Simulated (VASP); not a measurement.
A run of VASP 6.6.1:

The input INCAR:

```
ALGO = Normal
EDIFF = 1E-6
ENCUT = 500
GGA = PE
GGA_COMPAT = False
ISIF = 2
ISMEAR = 0
LASPH = True
LCHARG = False
LREAL = False
LWAVE = False
NBANDS = 10
NELM = 120
PREC = Accurate
SIGMA = 0.1
```

KPOINTS

```
k-points
0
Gamma
  13 13 13
```

POSCAR

```
Ir
1.0
    0.0000000000      1.8897103398      1.8897103398
    1.8897103398      0.0000000000      1.8897103398
    1.8897103398      1.8897103398      0.0000000000
Ir
1
Direct
    0.0000000000      0.0000000000      0.0000000000
```

Potentials or basis: VASP PAW PBE potentials, release 64 (Ir).

Command:

```bash
$ cat potpaw_PBE.64/Ir/POTCAR > POTCAR
$ mpirun -np 1 vasp_std > vasp.out
```

Hardware: 1 thread of Intel(R) Xeon(R) Platinum 8375C CPU @ 2.90GHz (Ice Lake), with other jobs on the host.

How long does it take, and how much memory?

Wall time 12 s on 1 thread of Intel(R) Xeon(R) Platinum 8375C CPU @ 2.90GHz (Ice Lake), with other jobs on the host, peak memory 0.13 GiB. Counts: scf iterations 11, k points 84.
